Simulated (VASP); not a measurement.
# SiO2 (Cristobalite) (P4_12_12) in VASP: further runs

SiO2 (Cristobalite) is run at these levels: PBE, PBEsol, r2SCAN; tasks: electric field gradients.

All numbers are computed with VASP 6.6.1; they aren't measurements. Logs are shortened: lines on timing, memory, paths and dates and some standing lists are left out, and cuts for length are marked.

## (1) The cell of the first run

The structure is tetragonal, space group P4_12_12 (No. 92). Conventional cell: a = 4.982 Å, b = 4.982 Å, c = 6.963 Å, α = 90.00°, β = 90.00°, γ = 90.00°. Within 2.1 Å of Si (site symmetry 2) lie 4 O at 1.60 to 1.61 Å. O (site symmetry 1) has 2 Si at 1.60 to 1.61 Å within 2.1 Å.

## (2) Electric field gradients, PBE

The input, INCAR:

```
SYSTEM = SiO2
  PREC = Accurate
  ENCUT = 520
  EDIFF = 1E-8
  ISMEAR = -1
  SIGMA = 0.02
  LREAL = .False.
  LASPH = .True.
  NELM = 60
  ALGO = Normal
  ISIF = 2
  LWAVE = .False.
  LCHARG = .False.
  GGA = PE
  LEFG = .True.
  NBANDS = 44
```

The input, KPOINTS:

```
regular mesh
0
Gamma
  5 5 4
  0 0 0
```

The input, POSCAR:

```
SiO2
1.0
    4.9820000000      0.0000000000      0.0000000000
    0.0000000000      4.9820000000      0.0000000000
    0.0000000000      0.0000000000      6.9630000000
Si O
4 8
Direct
    0.2989700000      0.2989700000      0.0000000000
    0.2010300000      0.7989700000      0.2500000000
    0.7010300000      0.7010300000      0.5000000000
    0.7989700000      0.2010300000      0.7500000000
    0.2398900000      0.1034700000      0.1781300000
    0.3965300000      0.7398900000      0.4281300000
    0.7601100000      0.8965300000      0.6781300000
    0.6034700000      0.2601100000      0.9281300000
    0.7398900000      0.3965300000      0.5718700000
    0.8965300000      0.7601100000      0.3218700000
    0.2601100000      0.6034700000      0.0718700000
    0.1034700000      0.2398900000      0.8218700000
```

Potentials or basis: VASP PAW PBE potentials, release 64 (Si, O).

Command:

```console
$ cat potpaw_PBE.64/Si/POTCAR potpaw_PBE.64/O/POTCAR > POTCAR
$ mpirun -np 1 vasp_std > vasp.out
```

OUTCAR:

```text
SYSTEM = SiO2
   PREC = Accurate
   ENCUT = 520
   EDIFF = 1E-8
   ISMEAR = -1
   LREAL = .False.
   LASPH = .True.
   NELM = 60
   ISIF = 2
   GGA = PE

 ion  position               nearest neighbor table
   1  0.299  0.299  0.000-   5 1.60  12 1.60  11 1.61   8 1.61   2 3.08   4 3.08   2 3.08   4 3.08

   2  0.201  0.799  0.250-   6 1.60  11 1.60  10 1.61   5 1.61   1 3.08   3 3.08   1 3.08   3 3.08

   3  0.701  0.701  0.500-   7 1.60  10 1.60   9 1.61   6 1.61   2 3.08   4 3.08   4 3.08   2 3.08

   4  0.799  0.201  0.750-   8 1.60   9 1.60   7 1.61  12 1.61   1 3.08   3 3.08   3 3.08   1 3.08

   5  0.240  0.103  0.178-   1 1.60   2 1.61
   6  0.397  0.740  0.428-   2 1.60   3 1.61
   7  0.760  0.897  0.678-   3 1.60   4 1.61
   8  0.603  0.260  0.928-   4 1.60   1 1.61
   9  0.740  0.397  0.572-   4 1.60   3 1.61
  10  0.897  0.760  0.322-   3 1.60   2 1.61
  11  0.260  0.603  0.072-   2 1.60   1 1.61
  12  0.103  0.240  0.822-   1 1.60   4 1.61

  LATTYP: Found a simple tetragonal cell.
 ALAT       =     4.9820000000
 C/A-ratio  =     1.3976314733

  Lattice vectors:

 A1 = (   4.9820000000,   0.0000000000,   0.0000000000)
 A2 = (   0.0000000000,   4.9820000000,   0.0000000000)
 A3 = (   0.0000000000,   0.0000000000,   6.9630000000)

Analysis of symmetry for initial positions (statically):
=====================================================================
 Subroutine PRICEL returns:
 Original cell was already a primitive cell.

 Routine SETGRP: Setting up the symmetry group for a
 simple tetragonal supercell.

 Subroutine GETGRP returns: Found  8 space group operations
 (whereof  2 operations were pure point group operations)
 out of a pool of 16 trial point group operations.

The static configuration has the point symmetry C_2 .
 The point group associated with its full space group is D_4 .

Analysis of symmetry for dynamics (positions and initial velocities):
=====================================================================
 Subroutine PRICEL returns:
 Original cell was already a primitive cell.

 Routine SETGRP: Setting up the symmetry group for a
 simple tetragonal supercell.

 Subroutine GETGRP returns: Found  8 space group operations
 (whereof  2 operations were pure point group operations)
 out of a pool of 16 trial point group operations.

The dynamic configuration has the point symmetry C_2 .
 The point group associated with its full space group is D_4 .

 Subroutine INISYM returns: Found  8 space group operations
 (whereof  2 operations are pure point group operations),
 and found     1 'primitive' translations

----------------------------------------------------------------------------------------

                                     Primitive cell

  volume of cell :     172.8239

  direct lattice vectors                    reciprocal lattice vectors
     4.982000000  0.000000000  0.000000000     0.200722601  0.000000000  0.000000000
     0.000000000  4.982000000  0.000000000     0.000000000  0.200722601  0.000000000
     0.000000000  0.000000000  6.963000000     0.000000000  0.000000000  0.143616257

  length of vectors
     4.982000000  4.982000000  6.963000000     0.200722601  0.200722601  0.143616257

  position of ions in fractional coordinates (direct lattice)
     0.298970000  0.298970000  0.000000000
     0.201030000  0.798970000  0.250000000
     0.701030000  0.701030000  0.500000000
     0.798970000  0.201030000  0.750000000
     0.239890000  0.103470000  0.178130000
     0.396530000  0.739890000  0.428130000
     0.760110000  0.896530000  0.678130000
     0.603470000  0.260110000  0.928130000
     0.739890000  0.396530000  0.571870000
     0.896530000  0.760110000  0.321870000
     0.260110000  0.603470000  0.071870000
     0.103470000  0.239890000  0.821870000

  ion indices of the primitive-cell ions
   primitive index   ion index
                 1           1
                 2           2
                 3           3
                 4           4
                 5           5
                 6           6
                 7           7
                 8           8
                 9           9
                10          10
                11          11
                12          12

----------------------------------------------------------------------------------------

 KPOINTS: regular mesh

Automatic generation of k-mesh.
 Grid dimensions read from file:
 generate k-points for:    5    5    4
[... 53 lines left out ...]
   LSORBIT =      F    spin-orbit coupling
   LASPH  =      T    aspherical Exc in radial PAW
   ENCUT  =  520.0 eV  38.22 Ry    6.18 a.u.   9.26  9.26 12.95*2*pi/ulx,y,z
   NELM   =     60;   NELMIN=  2; NELMDL= -5     # of ELM steps
   EDIFF  = 0.1E-07   stopping-criterion for ELM
   LREAL  =      F    real-space projection
   EDIFFG = 0.1E-06   stopping-criterion for IOM
   NSW    =      0    number of steps for IOM
   IBRION =     -1    ionic relax: 0-MD 1-quasi-New 2-CG
   NFREE  =      0    steps in history (QN), initial steepest desc. (CG)
   ISIF   =      2    stress and relaxation
   ISYM   =      2    0-nonsym 1-usesym 2-fastsym
   POTIM  = 0.5000    time-step for ionic-motion
   TEBEG  =    0.0;   TEEND  =   0.0 temperature during run
   PSTRESS=    0.0 pullay stress
   NELECT =      64.0000    total number of electrons
   NUPDOWN=      -1.0000    fix difference up-down
   EMIN   =  10.00;   EMAX   =-10.00  energy-range for DOS
   EFERMI =   0.00;   METHOD = LEGACY
   ISMEAR =    -1;   SIGMA  =   0.02  broadening in eV -4-tet -1-fermi 0-gaus
   EFERMI_NEDOS =   21; number of points for ismear=-14 and -15
   IALGO  =     38    algorithm
   IMIX   =      4    mixing-type and parameters
     AMIX     =   0.40;   BMIX     =  1.00
     AMIX_MAG =   1.60;   BMIX_MAG =  1.00
  volume/ion in A,a.u.               =      14.40        97.19
  Fermi-wavevector in a.u.,A,eV,Ry     =   1.175620  2.221599 18.804365  1.382082
  Thomas-Fermi vector in A             =   2.311997
   LORBIT       =      0    0 simple, 1 ext, 2 COOP (PROOUT), +10 PAW based schemes
   GGA     = PE    functional components
   LHFCALC =     F    Hartree Fock is set to
   AEXX    =    0.0000 exact exchange contribution
   IVDW    =     0    specifies the selected vdW correction
   LEPSILON=     F    determine dielectric tensor
   LRPA    =     F    only Hartree local field effects (RPA)
 non-spin polarized calculation
  energy-cutoff  :      520.00
  volume of cell :      172.82
 maximum number of plane-waves:      4690
 NGX is ok and might be reduce to    40
   NGX = 19   NGY = 19   NGZ = 25

 number of electron      63.9999998 magnetization

 Free energy of the ion-electron system (eV)
  ---------------------------------------------------
  ext. energy  EPLUGINS =         0.00000000
  ---------------------------------------------------
  free energy    TOTEN  =       -94.80238841 eV

  energy without entropy =      -94.80238841  energy(sigma->0) =      -94.80238841

 E-fermi :   0.5738     XC(G=0):  -8.3757

 val. band max:        0.0863903194   @ k =   0.0000   0.0000   0.0000
 cond. band min:       5.8492827340   @ k =   0.0000   0.0000   0.0000
 fundamental gap:      5.7628924146
 Fermi energy:         0.5737564814

 k-point     1 :       0.0000    0.0000    0.0000
  band No.  band energies     occupation
      1     -19.4184      2.00000
      2     -18.5130      2.00000
      3     -18.5130      2.00000
      4     -17.3387      2.00000
      5     -17.2867      2.00000
      6     -17.2836      2.00000
[... 835 lines left out ...]
     43      10.9997      0.00000
     44      10.9997      0.00000

------------------------ aborting loop because EDIFF is reached ----------------------------------------

  FORCE on cell =-STRESS in cart. coord.  units (eV):
  Direction    XX          YY          ZZ          XY          YZ          ZX
  --------------------------------------------------------------------------------------
  -------------------------------------------------------------------------------------
  Total        6.7144489      6.7144489      7.3785161      0.0000000      0.0000000      0.0000000
  in kB       62.2468120     62.2468120     68.4030979      0.0000000      0.0000000      0.0000000
  external PRESSURE =      64.2989073 kB  Pullay stress =       0.0000000 kB

 VOLUME and BASIS-vectors are now :
 -----------------------------------------------------------------------------
  energy-cutoff  :      520.00
  volume of cell :      172.82
      direct lattice vectors                 reciprocal lattice vectors
     4.982000000  0.000000000  0.000000000     0.200722601  0.000000000  0.000000000
     0.000000000  4.982000000  0.000000000     0.000000000  0.200722601  0.000000000
     0.000000000  0.000000000  6.963000000     0.000000000  0.000000000  0.143616257

 POSITION                                       TOTAL-FORCE (eV/Angst)
 -----------------------------------------------------------------------------------
      1.48947      1.48947      0.00000         0.119046      0.119046     -0.000000
      1.00153      3.98047      1.74075        -0.119046      0.119046     -0.000000
      3.49253      3.49253      3.48150        -0.119046     -0.119046     -0.000000
      3.98047      1.00153      5.22225         0.119046     -0.119046     -0.000000
      1.19513      0.51549      1.24032        -0.078896      0.091555      0.386850
      1.97551      3.68613      2.98107        -0.091555     -0.078896      0.386850
      3.78687      4.46651      4.72182         0.078896     -0.091555      0.386850
      3.00649      1.29587      6.46257         0.091555      0.078896      0.386850
      3.68613      1.97551      3.98193        -0.078896     -0.091555     -0.386850
      4.46651      3.78687      2.24118        -0.091555      0.078896     -0.386850
      1.29587      3.00649      0.50043         0.078896      0.091555     -0.386850
      0.51549      1.19513      5.72268         0.091555     -0.078896     -0.386850
 -----------------------------------------------------------------------------------
    total drift:                                0.000000     -0.000000     -0.000000

  FREE ENERGIE OF THE ION-ELECTRON SYSTEM (eV)
  ---------------------------------------------------
  free  energy   TOTEN  =       -94.8023884115 eV

  energy  without entropy=      -94.8023884115  energy(sigma->0) =      -94.80238841

 Electric field gradients (V/A^2)
---------------------------------------------------------------------
 ion       V_xx      V_yy      V_zz      V_xy      V_xz      V_yz
---------------------------------------------------------------------
   1       0.655     0.655    -1.310    -0.032     1.603    -1.603
   2       0.655     0.655    -1.310     0.032     1.603     1.603
   3       0.655     0.655    -1.310    -0.032    -1.603     1.603
   4       0.655     0.655    -1.310     0.032    -1.603    -1.603
   5     -46.523    43.497     3.026    17.485   -12.901   -57.240
   6      43.497   -46.523     3.026   -17.485    57.240   -12.901
   7     -46.523    43.497     3.026    17.485    12.901    57.240
   8      43.497   -46.523     3.026   -17.485   -57.240    12.901
   9     -46.523    43.497     3.026   -17.485    12.901   -57.240
  10      43.497   -46.523     3.026    17.485   -57.240   -12.901
  11     -46.523    43.497     3.026   -17.485   -12.901    57.240
  12      43.497   -46.523     3.026    17.485    57.240    12.901
---------------------------------------------------------------------

 Electric field gradients after diagonalization (V/A^2)
 (convention: |V_zz| > |V_xx| > |V_yy|)
----------------------------------------------------------------------
 ion       V_xx      V_yy      V_zz     asymmetry (V_yy - V_xx)/ V_zz
----------------------------------------------------------------------
   1       2.166     0.623    -2.788       0.553
   2       2.166     0.623    -2.788       0.553
   3       2.166     0.623    -2.788       0.553
   4       2.166     0.623    -2.788       0.553
   5     -50.059   -37.435    87.495       0.144
   6     -50.059   -37.435    87.495       0.144
   7     -50.059   -37.435    87.495       0.144
   8     -50.059   -37.435    87.495       0.144
   9     -50.059   -37.435    87.495       0.144
  10     -50.059   -37.435    87.495       0.144
  11     -50.059   -37.435    87.495       0.144
  12     -50.059   -37.435    87.495       0.144
----------------------------------------------------------------------

           NMR quadrupolar parameters

 Cq : quadrupolar parameter    Cq=e*Q*V_zz/h
 eta: asymmetry parameters     (V_yy - V_xx)/ V_zz
 Q  : nuclear electric quadrupole moment in mb (millibarn)
----------------------------------------------------------------------
 ion       Cq(MHz)       eta       Q (mb)
----------------------------------------------------------------------
   1      -0.007       0.553       1.000
   2      -0.007       0.553       1.000
   3      -0.007       0.553       1.000
   4      -0.007       0.553       1.000
   5       0.212       0.144       1.000
   6       0.212       0.144       1.000
   7       0.212       0.144       1.000
   8       0.212       0.144       1.000
   9       0.212       0.144       1.000
  10       0.212       0.144       1.000
  11       0.212       0.144       1.000
  12       0.212       0.144       1.000
----------------------------------------------------------------------
```

Run time: 4.1 min. Hardware: 1 thread of Intel Xeon 8259CL, shared host; peak memory 0.31 GiB.

What came out:

* Free energy: -94.8024 eV
* Pressure: 6.4 GPa
* Largest force: 0.405 eV/Å
* Band gap on the k mesh: 5.76 eV, direct

Forces in eV/Å, atoms in the order of the input:
```
Si   0.119  0.119  0.000
Si  -0.119  0.119  0.000
Si  -0.119 -0.119  0.000
Si   0.119 -0.119  0.000
O   -0.079  0.092  0.387
O   -0.092 -0.079  0.387
O    0.079 -0.092  0.387
O    0.092  0.079  0.387
O   -0.079 -0.092 -0.387
O   -0.092  0.079 -0.387
O    0.079  0.092 -0.387
O    0.092 -0.079 -0.387
```

Electric field gradients, principal values (V/Å²):
```csv
atom,least,middle,greatest (by size)
1 Si,0.623,2.166,-2.788
2 Si,0.623,2.166,-2.788
3 Si,0.623,2.166,-2.788
4 Si,0.623,2.166,-2.788
5 O,-37.435,-50.059,87.495
6 O,-37.435,-50.059,87.495
7 O,-37.435,-50.059,87.495
8 O,-37.435,-50.059,87.495
9 O,-37.435,-50.059,87.495
10 O,-37.435,-50.059,87.495
11 O,-37.435,-50.059,87.495
12 O,-37.435,-50.059,87.495
```

Caveat: without QUAD_EFG the Cq values of the log hold for a quadrupole moment of 1 mb, not for the nuclei.

[end of part 1 of 3]
